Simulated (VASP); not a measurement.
# Ga3Sb (I4/mmm) in VASP: notebook, part 3 of 3

VASP 6.6.1. The steps go on from the part before.

## Step 4: Single point, PBE (20.73 Å³/atom)

This run uses another cell than the first one, of 20.73 Å³/atom.

Contents of INCAR:

```
SYSTEM = Ga3Sb
PREC = Accurate ; ENCUT = 520
EDIFF = 1E-6 ; ISMEAR = 0
SIGMA = 0.1 ; LREAL = .False.
LASPH = .True. ; NELM = 60
ALGO = Fast ; ISIF = 2
LWAVE = .False. ; LCHARG = .True.
GGA = PE ; LELF = .True.
LVHAR = .True. ; NBANDS = 30
```

Contents of KPOINTS:

```
regular mesh
0
Gamma
  14 14 14
  0 0 0
```

Contents of POSCAR:

```
Ga3Sb
1.0
   -2.2390064913      2.2390064913      4.1341716895
    2.2390064913     -2.2390064913      4.1341716895
    2.2390064913      2.2390064913     -4.1341716895
Ga Sb
3 1
Direct
    0.7500000000      0.2500000000      0.5000000000
    0.2500000000      0.7500000000      0.5000000000
    0.5000000000      0.5000000000      0.0000000000
    0.0000000000      0.0000000000      0.0000000000
```

Potentials or basis: VASP PAW PBE potentials, release 64 (Ga_d, Sb).

Command:

```bash
$ cat potpaw_PBE.64/Ga_d/POTCAR potpaw_PBE.64/Sb/POTCAR > POTCAR
$ mpirun -np 1 vasp_std > vasp.out
```

OUTCAR:

```text
SYSTEM = Ga3Sb
   PREC = Accurate
   ENCUT = 520
   EDIFF = 1E-6
   ISMEAR = 0
   LREAL = .False.
   LASPH = .True.
   NELM = 60
   ISIF = 2
   GGA = PE

 ion  position               nearest neighbor table
   1  0.750  0.250  0.500-   4 3.05   4 3.05   4 3.05   4 3.05
   2  0.250  0.750  0.500-   4 3.05   4 3.05   4 3.05   4 3.05
   3  0.500  0.500  0.000-   4 3.17   4 3.17   4 3.17   4 3.17
   4  0.000  0.000  0.000-   1 3.05   2 3.05   1 3.05   2 3.05   1 3.05   2 3.05   1 3.05   2 3.05
                             3 3.17   3 3.17   3 3.17   3 3.17

  LATTYP: Found a body centered tetragonal cell.
 ALAT       =     4.4780129826
 C/A-ratio  =     1.8464313103

  Lattice vectors:

 A1 = (  -2.2390064913,   2.2390064913,   4.1341716895)
 A2 = (   2.2390064913,  -2.2390064913,   4.1341716895)
 A3 = (   2.2390064913,   2.2390064913,  -4.1341716895)

Analysis of symmetry for initial positions (statically):
=====================================================================
 Subroutine PRICEL returns:
 Original cell was already a primitive cell.

 Routine SETGRP: Setting up the symmetry group for a
 body centered tetragonal supercell.

 Subroutine GETGRP returns: Found 16 space group operations
 (whereof 16 operations were pure point group operations)
 out of a pool of 16 trial point group operations.

The static configuration has the point symmetry D_4h.

Analysis of symmetry for dynamics (positions and initial velocities):
=====================================================================
 Subroutine PRICEL returns:
 Original cell was already a primitive cell.

 Routine SETGRP: Setting up the symmetry group for a
 body centered tetragonal supercell.

 Subroutine GETGRP returns: Found 16 space group operations
 (whereof 16 operations were pure point group operations)
 out of a pool of 16 trial point group operations.

The dynamic configuration has the point symmetry D_4h.

 Subroutine INISYM returns: Found 16 space group operations
 (whereof 16 operations are pure point group operations),
 and found     1 'primitive' translations

----------------------------------------------------------------------------------------

                                     Primitive cell

  volume of cell :      82.9009

  direct lattice vectors                    reciprocal lattice vectors
    -2.239006491  2.239006491  4.134171689     0.000000000  0.223313332  0.120943211
     2.239006491 -2.239006491  4.134171689     0.223313332  0.000000000  0.120943211
     2.239006491  2.239006491 -4.134171689     0.223313332  0.223313332  0.000000000

  length of vectors
     5.207463461  5.207463461  5.207463461     0.253960833  0.253960833  0.315812743

  position of ions in fractional coordinates (direct lattice)
     0.750000000  0.250000000  0.500000000
     0.250000000  0.750000000  0.500000000
     0.500000000  0.500000000  0.000000000
     0.000000000  0.000000000  0.000000000

  ion indices of the primitive-cell ions
   primitive index   ion index
[... 22 lines left out ...]

  Shift w.r.t. Gamma in fractional coordinates (k-lattice)
     0.000000000  0.000000000  0.000000000

 Subroutine IBZKPT returns following result:
 ===========================================

 Found    244 irreducible k-points:

 Following reciprocal coordinates:
            Coordinates               Weight
  0.000000  0.000000  0.000000      1.000000
  0.071429 -0.000000  0.000000      8.000000
  0.142857 -0.000000  0.000000      8.000000
  0.214286  0.000000 -0.000000      8.000000
  0.285714 -0.000000  0.000000      8.000000
  0.357143 -0.000000  0.000000      8.000000
[... 16 lines left out ...]
  0.214286  0.142857  0.000000     16.000000
  0.285714  0.142857  0.000000     16.000000
 [... further k-points ...]
   k-points           NKPTS =    244   k-points in BZ     NKDIM =    244   number of bands    NBANDS=     30
   number of dos      NEDOS =    301   number of ions     NIONS =      4
   total plane-waves  NPLWV =  64000
   dimension x,y,z NGX =    40 NGY =   40 NGZ =   40
   dimension x,y,z NGXF=    80 NGYF=   80 NGZF=   80
   ions per type =               3   1
   NGX,Y,Z   is equivalent  to a cutoff of  12.77, 12.77, 12.77 a.u.
   NGXF,Y,Z  is equivalent  to a cutoff of  25.54, 25.54, 25.54 a.u.
 SYSTEM =  Ga3Sb
   PREC   = accura    normal or accurate (medium, high low for compatibility)
   ISTART =      0    job   : 0-new  1-cont  2-samecut
   ICHARG =      2    charge: 1-file 2-atom 10-const
   ISPIN  =      1    spin polarized calculation?
   LNONCOLLINEAR =      F non collinear calculations
   LSORBIT =      F    spin-orbit coupling
   LASPH  =      T    aspherical Exc in radial PAW
   ENCUT  =  520.0 eV  38.22 Ry    6.18 a.u.   9.68  9.68  9.68*2*pi/ulx,y,z
   NELM   =     60;   NELMIN=  2; NELMDL= -5     # of ELM steps
   EDIFF  = 0.1E-05   stopping-criterion for ELM
   LREAL  =      F    real-space projection
   EDIFFG = 0.1E-04   stopping-criterion for IOM
   NSW    =      0    number of steps for IOM
   IBRION =     -1    ionic relax: 0-MD 1-quasi-New 2-CG
   NFREE  =      0    steps in history (QN), initial steepest desc. (CG)
   ISIF   =      2    stress and relaxation
   ISYM   =      2    0-nonsym 1-usesym 2-fastsym
   POTIM  = 0.5000    time-step for ionic-motion
   TEBEG  =    0.0;   TEEND  =   0.0 temperature during run
   PSTRESS=    0.0 pullay stress
   NELECT =      44.0000    total number of electrons
   NUPDOWN=      -1.0000    fix difference up-down
   EMIN   =  10.00;   EMAX   =-10.00  energy-range for DOS
   EFERMI =   0.00;   METHOD = LEGACY
   ISMEAR =     0;   SIGMA  =   0.10  broadening in eV -4-tet -1-fermi 0-gaus
   EFERMI_NEDOS =   21; number of points for ismear=-14 and -15
   IALGO  =     68    algorithm
   IMIX   =      4    mixing-type and parameters
     AMIX     =   0.40;   BMIX     =  1.00
     AMIX_MAG =   1.60;   BMIX_MAG =  1.00
  volume/ion in A,a.u.               =      20.73       139.86
  Fermi-wavevector in a.u.,A,eV,Ry     =   1.325478  2.504791 23.903980  1.756893
  Thomas-Fermi vector in A             =   2.454936
   LORBIT       =      0    0 simple, 1 ext, 2 COOP (PROOUT), +10 PAW based schemes
   GGA     = PE    functional components
   LHFCALC =     F    Hartree Fock is set to
   AEXX    =    0.0000 exact exchange contribution
   IVDW    =     0    specifies the selected vdW correction
   LEPSILON=     F    determine dielectric tensor
   LRPA    =     F    only Hartree local field effects (RPA)
 non-spin polarized calculation
 RMM-DIIS sequential band-by-band and
 Gauss-broadening in eV      SIGMA  =   0.10
  energy-cutoff  :      520.00
  volume of cell :       82.90
 maximum number of plane-waves:      2283
   NGX = 19   NGY = 19   NGZ = 19

 number of electron      43.9999995 magnetization

 Free energy of the ion-electron system (eV)
  ---------------------------------------------------
  ext. energy  EPLUGINS =         0.00000000
  ---------------------------------------------------
  free energy    TOTEN  =       -12.54058336 eV

  energy without entropy =      -12.53460940  energy(sigma->0) =      -12.53759638

 E-fermi :   6.6722     XC(G=0): -10.7904

 val. band max:        6.6571040011   @ k =  -0.0714   0.2857   0.0714
 cond. band min:       6.6723135379   @ k =  -0.1429   0.3571   0.1429
 fundamental gap:      0.0152095368
 Fermi energy:         6.6722294327

 k-point     1 :       0.0000    0.0000    0.0000
  band No.  band energies     occupation
      1      -8.3370      2.00000
      2      -8.3069      2.00000
      3      -8.2829      2.00000
      4      -8.2683      2.00000
      5      -8.2683      2.00000
      6      -8.2517      2.00000
[... 781 lines left out ...]
     29      12.2137      0.00000
     30      14.2472      0.00000

 [... further k-points ...]

------------------------ aborting loop because EDIFF is reached ----------------------------------------

  FORCE on cell =-STRESS in cart. coord.  units (eV):
  Direction    XX          YY          ZZ          XY          YZ          ZX
  --------------------------------------------------------------------------------------
  -------------------------------------------------------------------------------------
  Total        1.7017840      1.7017840      1.6361277      0.0000000      0.0000000      0.0000000
  in kB       32.8893890     32.8893890     31.6204876      0.0000000      0.0000000      0.0000000
  external PRESSURE =      32.4664218 kB  Pullay stress =       0.0000000 kB

 VOLUME and BASIS-vectors are now :
 -----------------------------------------------------------------------------
  energy-cutoff  :      520.00
  volume of cell :       82.90
      direct lattice vectors                 reciprocal lattice vectors
    -2.239006491  2.239006491  4.134171689     0.000000000  0.223313332  0.120943211
     2.239006491 -2.239006491  4.134171689     0.223313332  0.000000000  0.120943211
     2.239006491  2.239006491 -4.134171689     0.223313332  0.223313332  0.000000000

 POSITION                                       TOTAL-FORCE (eV/Angst)
 -----------------------------------------------------------------------------------
     -0.00000      2.23901      2.06709        -0.000000      0.000000     -0.000000
      2.23901     -0.00000      2.06709        -0.000000      0.000000      0.000000
      0.00000      0.00000      4.13417         0.000000     -0.000000      0.000000
      0.00000      0.00000      0.00000         0.000000     -0.000000      0.000000
 -----------------------------------------------------------------------------------
    total drift:                               -0.000000     -0.000000      0.000000

  FREE ENERGIE OF THE ION-ELECTRON SYSTEM (eV)
  ---------------------------------------------------
  free  energy   TOTEN  =       -12.5405833594 eV

  energy  without entropy=      -12.5346094012  energy(sigma->0) =      -12.53759638
```

stdout:

```text
POSCAR found type information on POSCAR GaSb
 POSCAR found :  2 types and       4 ions
 scaLAPACK will be used
 LDA part: xc-table for (Slater+PW92), standard interpolation
 POSCAR, INCAR and KPOINTS ok, starting setup
 FFT: planning ... GRIDC
 FFT: planning ... GRID_SOFT
 FFT: planning ... GRID
 WAVECAR not read
 entering main loop
WARNING in EDDRMM: call to ZHEGV failed, returncode =   8  4     28
```

It took 5.5 min on 1 thread of Intel Xeon 6975P-C (Granite Rapids), shared host; peak memory 0.62 GiB.

What came out:

- Free energy: -12.5406 eV
- Pressure: 3.2 GPa
- Band gap on the k mesh: zero (bands 22 and 23 overlap by 4.62 eV)

Stress tensor (GPa, compression positive):
```
3.29 0.00 0.00
0.00 3.29 0.00
0.00 0.00 3.16
```

Levels at points of the mesh, in eV from the Fermi level:
```
           k point  band 18  band 19  band 20  band 21  band 22  band 23  band 24  band 25  band 26  band 27
(0.00, 0.00, 0.00)    -3.05    -2.52    -2.10    -2.01    -2.01    -0.63    -0.63     0.12     0.35     2.86
(0.50, 0.00, 0.00)    -5.07    -4.57    -1.80    -1.39    -1.01    -0.45     2.02     3.03     3.46     3.85
(0.50, 0.50, 0.00)    -6.00    -5.30    -4.98    -4.57     1.00     1.17     1.63     1.78     5.99     6.78
(0.50, 0.50, 0.50)    -4.65    -3.82    -3.82    -3.48     2.77     3.83     3.83     4.18     5.16     5.16
```

Caveat: the cell stands under pressure; spin-orbit coupling is left out, which moves the levels of the heavy elements.

## Step 5: Single point, PBE (21.39 Å³/atom)

This run uses another cell than the first one, of 21.39 Å³/atom.

Contents of INCAR:

```
PREC = Accurate ; ENCUT = 520
EDIFF = 1E-6 ; ISMEAR = 0
SIGMA = 0.1 ; LREAL = False
LASPH = True ; NELM = 100
ALGO = Fast ; ISIF = 2
LWAVE = False ; LCHARG = False
GGA = PE ; NBANDS = 30
```

Contents of KPOINTS:

```
Automatic mesh
0
Gamma
  14 14 14
```

Contents of POSCAR:

```
Ga3Sb
1.0
   -2.2625767128      2.2625767128      4.1776924844
    2.2625767128     -2.2625767128      4.1776924844
    2.2625767128      2.2625767128     -4.1776924844
Ga Sb
3 1
Direct
    0.7500000000      0.2500000000      0.5000000000
    0.2500000000      0.7500000000      0.5000000000
    0.5000000000      0.5000000000      0.0000000000
    0.0000000000      0.0000000000      0.0000000000
```

Command:

```bash
$ cat potpaw_PBE.64/Ga_d/POTCAR potpaw_PBE.64/Sb/POTCAR > POTCAR
$ mpirun -np 1 vasp_std > vasp.out
```

Run time: 5.4 min. Hardware: 1 thread of Intel Xeon 6975P-C (Granite Rapids), shared host; peak memory 0.63 GiB.

It converged, with:

* Free energy: -12.5798 eV
* Pressure: 1.5 GPa
* Band gap on the k mesh: zero (bands 22 and 23 overlap by 4.47 eV)

Levels at points of the mesh, in eV from the Fermi level:
| k point | band 18 | band 19 | band 20 | band 21 | band 22 | band 23 | band 24 | band 25 | band 26 | band 27 |
| --- | --- | --- | --- | --- | --- | --- | --- | --- | --- | --- |
| (0.00, 0.00, 0.00) | -2.94 | -2.59 | -2.18 | -1.94 | -1.94 | -0.56 | -0.56 | 0.16 | 0.42 | 2.82 |
| (0.50, 0.00, 0.00) | -5.04 | -4.49 | -1.74 | -1.41 | -0.97 | -0.38 | 1.90 | 2.92 | 3.41 | 3.81 |
| (0.50, 0.50, 0.00) | -5.93 | -5.26 | -4.81 | -4.41 | 0.99 | 1.07 | 1.56 | 1.79 | 5.81 | 6.58 |
| (0.50, 0.50, 0.50) | -4.67 | -3.69 | -3.69 | -3.49 | 2.65 | 3.73 | 3.73 | 4.12 | 5.07 | 5.10 |

Caveat: spin-orbit coupling is left out, which moves the levels of the heavy elements.

## Step 6: The runs side by side

```csv
cell,smearing,gap on the mesh (eV),pressure (GPa)
"a = 5.420 Å, angles 129.1, 129.1, 74.9°, 4 atoms",gaussian 0.1 eV,none,-2.3
"a = 5.316 Å, angles 129.1, 129.1, 74.9°, 4 atoms",gaussian 0.15 eV,none,0.0
"a = 5.207 Å, angles 129.1, 129.1, 74.9°, 4 atoms",gaussian 0.1 eV,none,3.2
"a = 5.262 Å, angles 129.1, 129.1, 74.9°, 4 atoms",gaussian 0.1 eV,none,1.5
```

Alike in all rows: task single point; level PBE; potentials or basis VASP PAW PBE potentials, release 64 (Ga_d, Sb); no spin polarisation; k mesh 14 × 14 × 14; cutoff (eV) 520.

Caveats: spin-orbit coupling is left out, which moves the levels of the heavy elements; the cell stands under pressure (at least some runs).

Total energies depend on the potentials used, so only differences within one code and one set of settings carry meaning.
